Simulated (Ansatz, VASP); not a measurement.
## One calculation of HgTe, two programs

```
CELL_PARAMETERS angstrom
0.00000 3.32480 3.32480
3.32480 0.00000 3.32480
3.32480 3.32480 0.00000
ATOMIC_POSITIONS crystal
Hg 0.00000 0.00000 0.00000
Te 0.75000 0.75000 0.75000
```

Alike in both runs: task relaxation of cell and atoms; functional PBE; k mesh 12 × 12 × 12; occupations gaussian, width 0.1 eV; no spin polarisation.

|  | VASP | Ansatz |
| --- | --- | --- |
| version | VASP 6.6.1 | Ansatz 0.2.0 |
| potentials or method | VASP PAW PBE potentials, release 64 (Hg, Te), cutoff 600 eV | scalar-relativistic, plane waves, PAW |
| valence electrons in the cell | 18 | 36 |

```tsv
	VASP	Ansatz	Ansatz less VASP
gap on the k mesh at the Fermi level, each at its own relaxed structure (eV)	none	none	-
relaxed volume (Å³/atom)	36.86	36.75	-0.105
relaxed cell length with the largest relative difference (Å)	4.706	4.702	-0.0045
```

A gap of «none» marks a metal or a gap that the smearing closes. VASP's potentials hold 18 valence electrons a cell and Ansatz's 36, so a difference there can come from the potentials and not from the codes.

Spin-orbit coupling is off throughout.
